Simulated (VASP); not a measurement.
# Hf (P6_3/mmc) in VASP: a series of runs

Hf is run at these levels: PBEsol, PBE0, PBE+D4; tasks: single point, relaxation of cell and atoms.

Everything below comes from runs of VASP 6.6.1. Logs are shortened: lines on timing, memory, paths and dates and some standing lists are left out, and cuts for length are marked.

### 1 The cell of the first run

The structure is hexagonal, space group P6_3/mmc (No. 194). Conventional cell: a = 3.197 Å, b = 3.197 Å, c = 5.058 Å, α = 90.00°, β = 90.00°, γ = 120.00°. Within 4.1 Å of Hf (site symmetry -6m2) lie 12 Hf at 3.13 to 3.20 Å.

### 2 Single point, PBEsol

The input, INCAR:

```
PREC = Accurate
ENCUT = 500
EDIFF = 1E-6
ISMEAR = -1
SIGMA = 0.15
LREAL = F
LASPH = T
NELM = 120
ALGO = Normal
ISIF = 2
LWAVE = F
LCHARG = F
GGA = PS
NBANDS = 17
GGA_COMPAT = F
```

The input, KPOINTS:

```
Automatic mesh
0
Gamma
  10 10 5
```

The input, POSCAR:

```
Hf
1.0
    3.1967000000      0.0000000000      0.0000000000
   -1.5983500000      2.7684234083      0.0000000000
    0.0000000000      0.0000000000      5.0578000000
Hf
2
Direct
    0.6666666667      0.3333333333      0.7500000000
    0.3333333333      0.6666666667      0.2500000000
```

Potentials or basis: VASP PAW PBE potentials, release 64 (Hf_pv).

Launch:

```sh
$ cat potpaw_PBE.64/Hf_pv/POTCAR > POTCAR
$ mpirun -np 1 vasp_std > vasp.out
```

OUTCAR:

```text
PREC = Accurate
   ENCUT = 500
   EDIFF = 1E-6
   ISMEAR = -1
   LREAL = F
   LASPH = T
   NELM = 120
   ISIF = 2
   GGA = PS

 ion  position               nearest neighbor table
   1  0.667  0.333  0.750-   2 3.13   2 3.13   2 3.13   2 3.13   2 3.13   2 3.13
   2  0.333  0.667  0.250-   1 3.13   1 3.13   1 3.13   1 3.13   1 3.13   1 3.13

  LATTYP: Found a hexagonal cell.
 ALAT       =     3.1967000000
 C/A-ratio  =     1.5821941377

  Lattice vectors:

 A1 = (   3.1967000000,   0.0000000000,   0.0000000000)
 A2 = (  -1.5983500000,   2.7684234083,   0.0000000000)
 A3 = (   0.0000000000,   0.0000000000,   5.0578000000)

Analysis of symmetry for initial positions (statically):
=====================================================================
 Subroutine PRICEL returns:
 Original cell was already a primitive cell.

 Routine SETGRP: Setting up the symmetry group for a
 hexagonal supercell.

 Subroutine GETGRP returns: Found 24 space group operations
 (whereof 12 operations were pure point group operations)
 out of a pool of 24 trial point group operations.

The static configuration has the point symmetry D_3d.
 The point group associated with its full space group is D_6h.

Analysis of symmetry for dynamics (positions and initial velocities):
=====================================================================
 Subroutine PRICEL returns:
 Original cell was already a primitive cell.

 Routine SETGRP: Setting up the symmetry group for a
 hexagonal supercell.

 Subroutine GETGRP returns: Found 24 space group operations
 (whereof 12 operations were pure point group operations)
 out of a pool of 24 trial point group operations.

The dynamic configuration has the point symmetry D_3d.
 The point group associated with its full space group is D_6h.

 Subroutine INISYM returns: Found 24 space group operations
 (whereof 12 operations are pure point group operations),
 and found     1 'primitive' translations

----------------------------------------------------------------------------------------

                                     Primitive cell

  volume of cell :      44.7606

  direct lattice vectors                    reciprocal lattice vectors
     3.196700000  0.000000000  0.000000000     0.312822598  0.180608211  0.000000000
    -1.598350000  2.768423408  0.000000000     0.000000000  0.361216423  0.000000000
     0.000000000  0.000000000  5.057800000     0.000000000  0.000000000  0.197714421

  length of vectors
     3.196700000  3.196700000  5.057800000     0.361216423  0.361216423  0.197714421

  position of ions in fractional coordinates (direct lattice)
     0.666666667  0.333333333  0.750000000
     0.333333333  0.666666667  0.250000000

  ion indices of the primitive-cell ions
   primitive index   ion index
                 1           1
                 2           2

----------------------------------------------------------------------------------------

 KPOINTS: Automatic mesh

Automatic generation of k-mesh.
 Grid dimensions read from file:
 generate k-points for:   10   10    5

 Generating k-lattice:

  Cartesian coordinates                     Fractional coordinates (reciprocal lattice)
     0.031282260  0.018060821  0.000000000     0.100000000 -0.000000000  0.000000000
     0.000000000  0.036121642  0.000000000     0.000000000  0.100000000  0.000000000
     0.000000000  0.000000000  0.039542884     0.000000000  0.000000000  0.200000000

  Length of vectors
     0.036121642  0.036121642  0.039542884

  Shift w.r.t. Gamma in fractional coordinates (k-lattice)
     0.000000000  0.000000000  0.000000000

 Subroutine IBZKPT returns following result:
 ===========================================

 Found     42 irreducible k-points:

 Following reciprocal coordinates:
            Coordinates               Weight
  0.000000  0.000000  0.000000      1.000000
  0.100000  0.000000  0.000000      6.000000
  0.200000  0.000000  0.000000      6.000000
  0.300000  0.000000  0.000000      6.000000
  0.400000  0.000000  0.000000      6.000000
  0.500000  0.000000  0.000000      3.000000
[... 16 lines left out ...]
  0.300000  0.100000  0.200000     24.000000
  0.400000  0.100000  0.200000     24.000000
 [... further k-points ...]
   k-points           NKPTS =     42   k-points in BZ     NKDIM =     42   number of bands    NBANDS=     17
   number of dos      NEDOS =    301   number of ions     NIONS =      2
   total plane-waves  NPLWV =  23040
   dimension x,y,z NGX =    24 NGY =   24 NGZ =   40
   dimension x,y,z NGXF=    48 NGYF=   48 NGZF=   80
   ions per type =               2
   NGX,Y,Z   is equivalent  to a cutoff of  12.48, 12.48, 13.15 a.u.
   NGXF,Y,Z  is equivalent  to a cutoff of  24.96, 24.96, 26.30 a.u.
 SYSTEM =  unknown system
   PREC   = accura    normal or accurate (medium, high low for compatibility)
   ISTART =      0    job   : 0-new  1-cont  2-samecut
   ICHARG =      2    charge: 1-file 2-atom 10-const
   ISPIN  =      1    spin polarized calculation?
   LNONCOLLINEAR =      F non collinear calculations
   LSORBIT =      F    spin-orbit coupling
   LASPH  =      T    aspherical Exc in radial PAW
   ENCUT  =  500.0 eV  36.75 Ry    6.06 a.u.   5.83  5.83  9.22*2*pi/ulx,y,z
   NELM   =    120;   NELMIN=  2; NELMDL= -5     # of ELM steps
   EDIFF  = 0.1E-05   stopping-criterion for ELM
   LREAL  =      F    real-space projection
   EDIFFG = 0.1E-04   stopping-criterion for IOM
   NSW    =      0    number of steps for IOM
   IBRION =     -1    ionic relax: 0-MD 1-quasi-New 2-CG
   NFREE  =      0    steps in history (QN), initial steepest desc. (CG)
   ISIF   =      2    stress and relaxation
   ISYM   =      2    0-nonsym 1-usesym 2-fastsym
   POTIM  = 0.5000    time-step for ionic-motion
   TEBEG  =    0.0;   TEEND  =   0.0 temperature during run
   PSTRESS=    0.0 pullay stress
   NELECT =      20.0000    total number of electrons
   NUPDOWN=      -1.0000    fix difference up-down
   EMIN   =  10.00;   EMAX   =-10.00  energy-range for DOS
   EFERMI =   0.00;   METHOD = LEGACY
   ISMEAR =    -1;   SIGMA  =   0.15  broadening in eV -4-tet -1-fermi 0-gaus
   EFERMI_NEDOS =   21; number of points for ismear=-14 and -15
   IALGO  =     38    algorithm
   IMIX   =      4    mixing-type and parameters
     AMIX     =   0.40;   BMIX     =  1.00
     AMIX_MAG =   1.60;   BMIX_MAG =  1.00
  volume/ion in A,a.u.               =      22.38       151.03
  Fermi-wavevector in a.u.,A,eV,Ry     =   1.251563  2.365112 21.312311  1.566411
  Thomas-Fermi vector in A             =   2.385505
   LORBIT       =      0    0 simple, 1 ext, 2 COOP (PROOUT), +10 PAW based schemes
   GGA     = PS    functional components
   LHFCALC =     F    Hartree Fock is set to
   AEXX    =    0.0000 exact exchange contribution
   IVDW    =     0    specifies the selected vdW correction
   LEPSILON=     F    determine dielectric tensor
   LRPA    =     F    only Hartree local field effects (RPA)
 non-spin polarized calculation
  energy-cutoff  :      500.00
  volume of cell :       44.76
 maximum number of plane-waves:      1158
 NGX is ok and might be reduce to    24
   NGX = 11   NGY = 11   NGZ = 19

 number of electron      20.0000004 magnetization

 Free energy of the ion-electron system (eV)
  ---------------------------------------------------
  ext. energy  EPLUGINS =         0.00000000
  ---------------------------------------------------
  free energy    TOTEN  =       -21.04616664 eV

  energy without entropy =      -20.90476586  energy(sigma->0) =      -20.97546625

 E-fermi :   4.7126     XC(G=0): -11.3889

 val. band max:        4.6452554916   @ k =   0.1000   0.1000   0.0000
 cond. band min:       4.7209195447   @ k =   0.3000   0.3000   0.4000
 fundamental gap:      0.0756640531
 Fermi energy:         4.7125859959

 k-point     1 :       0.0000    0.0000    0.0000
  band No.  band energies     occupation
      1     -26.2623      2.00000
      2     -25.5231      2.00000
      3     -25.5231      2.00000
      4     -25.3943      2.00000
      5     -25.3943      2.00000
      6     -25.3895      2.00000
[... 9 lines left out ...]
     16       7.3783      0.00000
     17      10.0869      0.00000

 k-point     2 :       0.1000    0.0000    0.0000
  band No.  band energies     occupation
      1     -26.2364      2.00000
      2     -25.5779      2.00000
      3     -25.5414      2.00000
      4     -25.4520      2.00000
      5     -25.4018      2.00000
      6     -25.4015      2.00000
[... 9 lines left out ...]
     16       7.1045      0.00000
     17      10.3064      0.00000

 k-point     3 :       0.2000    0.0000    0.0000
  band No.  band energies     occupation
      1     -26.1638      2.00000
      2     -25.7214      2.00000
      3     -25.5978      2.00000
      4     -25.5874      2.00000
      5     -25.4376      2.00000
      6     -25.4229      2.00000
[... 9 lines left out ...]
     16       7.7888      0.00000
     17      10.7067      0.00000

 k-point     4 :       0.3000    0.0000    0.0000
  band No.  band energies     occupation
      1     -26.0594      2.00000
      2     -25.8988      2.00000
      3     -25.7682      2.00000
      4     -25.6415      2.00000
      5     -25.4968      2.00000
      6     -25.4511      2.00000
[... 9 lines left out ...]
     16       8.9583      0.00000
     17      11.0136      0.00000
[... 343 lines left out ...]
      1     -26.0809      2.00000
      2     -25.7959      2.00000
      3     -25.7424      2.00000
      4     -25.6140      2.00000
      5     -25.4871      2.00000
      6     -25.4675      2.00000
[... 9 lines left out ...]
     16       8.7603      0.00000
     17      10.5654      0.00000

 k-point    23 :       0.3000    0.1000    0.2000
  band No.  band energies     occupation
      1     -26.0743      2.00000
      2     -25.9303      2.00000
      3     -25.8100      2.00000
      4     -25.6715      2.00000
      5     -25.5405      2.00000
      6     -25.5007      2.00000
[... 9 lines left out ...]
     16       9.6628      0.00000
     17      10.8720      0.00000

 k-point    24 :       0.4000    0.1000    0.2000
  band No.  band energies     occupation
      1     -26.1231      2.00000
      2     -25.9961      2.00000
      3     -25.8063      2.00000
      4     -25.6919      2.00000
      5     -25.5910      2.00000
      6     -25.5244      2.00000
[... 9 lines left out ...]
     16      10.6895      0.00000
     17      11.5053      0.00000

 [... further k-points ...]
[... 5 lines left out ...]
  --------------------------------------------------------------------------------------
  -------------------------------------------------------------------------------------
  Total       -1.1200038     -1.1200038     -1.0719682     -0.0000000     -0.0000000      0.0000000
  in kB      -40.0898124    -40.0898124    -38.3704095     -0.0000000     -0.0000000      0.0000000
  external PRESSURE =     -39.5166781 kB  Pullay stress =       0.0000000 kB

 VOLUME and BASIS-vectors are now :
 -----------------------------------------------------------------------------
  energy-cutoff  :      500.00
  volume of cell :       44.76
      direct lattice vectors                 reciprocal lattice vectors
     3.196700000  0.000000000  0.000000000     0.312822598  0.180608211  0.000000000
    -1.598350000  2.768423408  0.000000000     0.000000000  0.361216423  0.000000000
     0.000000000  0.000000000  5.057800000     0.000000000  0.000000000  0.197714421

 POSITION                                       TOTAL-FORCE (eV/Angst)
 -----------------------------------------------------------------------------------
      1.59835      0.92281      3.79335        -0.000000     -0.000000      0.000000
     -0.00000      1.84562      1.26445         0.000000      0.000000      0.000000
 -----------------------------------------------------------------------------------
    total drift:                               -0.000000      0.000000     -0.000000

  FREE ENERGIE OF THE ION-ELECTRON SYSTEM (eV)
  ---------------------------------------------------
  free  energy   TOTEN  =       -21.0461666442 eV

  energy  without entropy=      -20.9047658619  energy(sigma->0) =      -20.97546625
```

It took 16 s on 1 thread of Intel Xeon 6975P-C (Granite Rapids), shared host; peak memory 0.17 GiB.

What came out:

```
Free energy            : -21.0462 eV
Pressure               : -4.0 GPa
Band gap on the k mesh : zero (bands 10 and 11 overlap by 1.49 eV)
```

Levels at points of the mesh, in eV from the Fermi level:
```csv
k point,band 6,band 7,band 8,band 9,band 10,band 11,band 12,band 13,band 14,band 15
"(0.00, 0.00, 0.00)",-30.10,-7.34,-3.67,0.72,1.21,1.21,1.49,2.03,2.03,2.67
"(0.50, 0.00, 0.00)",-30.20,-3.31,-2.71,-2.18,-0.74,0.82,0.91,1.72,5.93,6.44
```

Caveat: the cell stands under tension; the PAW data sets were made with another functional, which shifts forces and pressure a little; spin-orbit coupling is left out, which moves the levels of the heavy elements.

### 3 Relaxation of cell and atoms, PBE0

POSCAR is that of step 2.

The input, INCAR.step1:

```
SYSTEM = Hf
  PREC = Accurate
  ENCUT = 600
  EDIFF = 1E-5
  ISMEAR = -1
  SIGMA = 0.05
  LREAL = .False.
  LASPH = .True.
  NELM = 100
  ALGO = Normal
  LWAVE = .True.
  LCHARG = .False.
  GGA = PE
  NBANDS = 17
```

The input, INCAR.step2:

```
SYSTEM = Hf
  PREC = Accurate
  ENCUT = 600
  EDIFF = 1E-6
  ISMEAR = -1
  SIGMA = 0.05
  LREAL = .False.
  LASPH = .True.
  NELM = 100
  ALGO = Normal
  ISIF = 3
  LWAVE = .False.
  LCHARG = .False.
  GGA = PE
  LHFCALC = .True.
  AEXX = 0.25
  PRECFOCK = Normal
  IBRION = 2
  NSW = 60
  EDIFFG = -0.01
  ISTART = 1
```

The input, KPOINTS:

```
Automatic mesh
0
Gamma
  5 5 3
  0 0 0
```

Potentials or basis: VASP PAW PBE potentials, release 64 (Hf_pv).

Launch:

```sh
$ cat potpaw_PBE.64/Hf_pv/POTCAR > POTCAR
$ cp INCAR.step1 INCAR
$ mpirun -np 1 vasp_std > vasp.out
$ cp INCAR.step2 INCAR
$ mpirun -np 1 vasp_std > vasp.out
```

Run time: 69 min. Hardware: 1 thread of Intel Xeon Platinum 8259CL at 2.50GHz (Skylake/Cascade Lake), shared host; peak memory 0.2 GiB.

Results (log left out):

```yaml
Free_energy: -24.5753 eV
Relaxed_volume: 22.16 Å³/atom
Relaxed_cell: a = 3.192 Å, b = 3.192 Å, c = 5.024 Å, α = 90.00°, β = 90.00°, γ = 120.00°
Space_group_after_relaxing_to_0.1_Å: P6_3/mmc (No. 194)
Energy_gained_by_relaxing: 1.2 meV/atom
Ionic_steps: 5
Pressure_after_relaxing: 0.0 GPa
Band_gap_on_the_k_mesh: zero (bands 10 and 11 overlap by 2.22 eV)
```

Step by step:
| step | energy change (eV) | largest force (eV/Å) | pressure (GPa) | volume (Å³) |
| --- | --- | --- | --- | --- |
| 1 | 0.0000 | 0.0000 | -1.25 | 44.76 |
| 2 | 0.0017 | 0.0000 | 1.84 | 43.63 |
| 3 | -0.0023 | 0.0000 | 0.07 | 44.27 |
| 4 | -0.0023 | 0.0000 | 0.04 | 44.28 |
| 5 | -0.0024 | 0.0000 | -0.04 | 44.32 |

Final structure:
```xyz
2
Lattice="3.1916 0.0000 0.0000 -1.5958 2.7640 0.0000 0.0000 0.0000 5.0239" Properties=species:S:1:pos:R:3 pbc="T T T"
Hf    1.5958    0.9213    3.7679
Hf    0.0000    1.8427    1.2560
```

Levels at points of the mesh, in eV from the Fermi level:
| k point | band 7 | band 8 | band 9 | band 10 | band 11 | band 12 | band 13 | band 14 |
| --- | --- | --- | --- | --- | --- | --- | --- | --- |
| (0.00, 0.00, 0.00) | -9.05 | -4.77 | 0.58 | 1.86 | 1.86 | 2.36 | 2.91 | 2.91 |

Caveat: the k points lie up to 0.45 Å⁻¹ apart in the final cell, too coarse for converged energies and pressures of a metal; the PAW data sets were made with another functional, which shifts forces and pressure a little; spin-orbit coupling is left out, which moves the levels of the heavy elements.

### 4 Single point, PBE+D4, non-collinear spin, zero start, spin-orbit coupling

The input, INCAR:

```
SYSTEM = Hf
PREC = Accurate
ENCUT = 520
EDIFF = 1E-6
ISMEAR = -1
SIGMA = 0.01
LREAL = .False.
LASPH = .True.
NELM = 150
ALGO = Normal
ISIF = 2
LWAVE = .False.
LCHARG = .False.
MAGMOM = 0 0 0 0 0 0
LORBIT = 11
LSORBIT = .True.
GGA_COMPAT = .False.
LORBMOM = .True.
LMAXMIX = 4
GGA = PE
IVDW = 13
NBANDS = 32
```

The input, KPOINTS:

```
Automatic mesh
0
Gamma
  10 10 5
  0 0 0
```

POSCAR is that of step 3.

Launch:

```sh
$ cat potpaw_PBE.64/Hf_pv/POTCAR > POTCAR
$ mpirun -np 1 vasp_ncl > vasp.out
```

Run time: 2.6 min. Hardware: 1 thread of Intel Xeon 8259CL, shared host; peak memory 0.29 GiB.

Results (log left out):

* Free energy: -21.6357 eV
* Pressure: -1.8 GPa
* Net moment: 0.00 μB per cell
* Valence electrons inside the program's atomic spheres: Hf 8.38
* Dispersion energy per atom: -0.209 eV

Stress tensor (GPa, compression positive):
```
-1.63  0.00  0.00
 0.00 -1.63  0.00
 0.00  0.00 -2.13
```

Moments on the atoms (μB; x, y, z):
```
Hf  0.00 0.00 0.00
Hf  0.00 0.00 0.00
```

### 5 Single point, PBEsol (21.04 Å³/atom)

This run uses another cell than the first one, of 21.04 Å³/atom.

The input, INCAR:

```
PREC = Accurate
ENCUT = 520
EDIFF = 1E-7
ISMEAR = -1
SIGMA = 0.05
LREAL = F
LASPH = T
NELM = 80
ALGO = Normal
ISIF = 2
LWAVE = F
LCHARG = T
GGA = PS
LELF = T
LVHAR = T
NBANDS = 17
```

The input, KPOINTS:

```
regular mesh
0
Gamma
  10 10 5
```

The input, POSCAR:

```
Hf
1.0
    3.1314429137      0.0000000000      0.0000000000
   -1.5657214569      2.7119091138      0.0000000000
    0.0000000000      0.0000000000      4.9545506207
Hf
2
Direct
    0.6666666667      0.3333333333      0.7500000000
    0.3333333333      0.6666666667      0.2500000000
```

Launch:

```sh
$ cat potpaw_PBE.64/Hf_pv/POTCAR > POTCAR
$ mpirun -np 1 vasp_std > vasp.out
```

Wall time 31 s (1 thread of AMD EPYC 9R14 (Zen 4), shared host); peak memory 0.14 GiB.

The run converged. Its results:

- Free energy: -21.0064 eV
- Pressure: 2.6 GPa
- Band gap on the k mesh: zero (bands 10 and 11 overlap by 1.53 eV)

Stress tensor (GPa, compression positive):
```
2.64 0.00 0.00
0.00 2.64 0.00
0.00 0.00 2.47
```

Levels at points of the mesh, in eV from the Fermi level:
| k point | band 7 | band 8 | band 9 | band 10 | band 11 | band 12 | band 13 | band 14 |
| --- | --- | --- | --- | --- | --- | --- | --- | --- |
| (0.00, 0.00, 0.00) | -7.57 | -3.89 | 0.93 | 1.21 | 1.21 | 1.51 | 2.10 | 2.10 |
| (0.50, 0.00, 0.00) | -3.44 | -2.96 | -2.40 | -0.65 | 0.78 | 0.98 | 1.82 | 6.33 |

Caveat: the PAW data sets were made with another functional, which shifts forces and pressure a little; spin-orbit coupling is left out, which moves the levels of the heavy elements.

### 6 The runs side by side

| task | level | spin | cell | k mesh | cutoff (eV) | smearing | grid for exact exchange (PRECFOCK) | share of exact exchange | gap on the mesh (eV) | pressure (GPa) |
| --- | --- | --- | --- | --- | --- | --- | --- | --- | --- | --- |
| single point | PBEsol | off | a = 3.197, b = 3.197, c = 5.058 Å, angles 90.0, 90.0, 120.0°, 2 atoms | 10 × 10 × 5 | 500 | fermi-dirac 0.15 eV | - | - | none | -4.0 |
| relaxation of cell and atoms | PBE0 | off | relaxed from a = 3.197, b = 3.197, c = 5.058 Å, angles 90.0, 90.0, 120.0°, 2 atoms | 5 × 5 × 3 | 600 | fermi-dirac 0.05 eV | Normal | 0.25 | none | 0.0 |
| single point | PBE+D4 | non-collinear, zero start, SOC | a = 3.197, b = 3.197, c = 5.058 Å, angles 90.0, 90.0, 120.0°, 2 atoms | 10 × 10 × 5 | 520 | fermi-dirac 0.01 eV | - | - | - | -1.8 |
| single point | PBEsol | off | a = 3.131, b = 3.131, c = 4.955 Å, angles 90.0, 90.0, 120.0°, 2 atoms | 10 × 10 × 5 | 520 | fermi-dirac 0.05 eV | - | - | none | 2.6 |

Alike in all rows: potentials or basis VASP PAW PBE potentials, release 64 (Hf_pv).

Caveats: some runs use coarse meshes; the PAW data sets were made with another functional, which shifts forces and pressure a little (at least some runs); spin-orbit coupling is left out, which moves the levels of the heavy elements (at least some runs); the cell stands under tension (at least some runs).

Absolute energies hang on the potentials; compare differences alone.
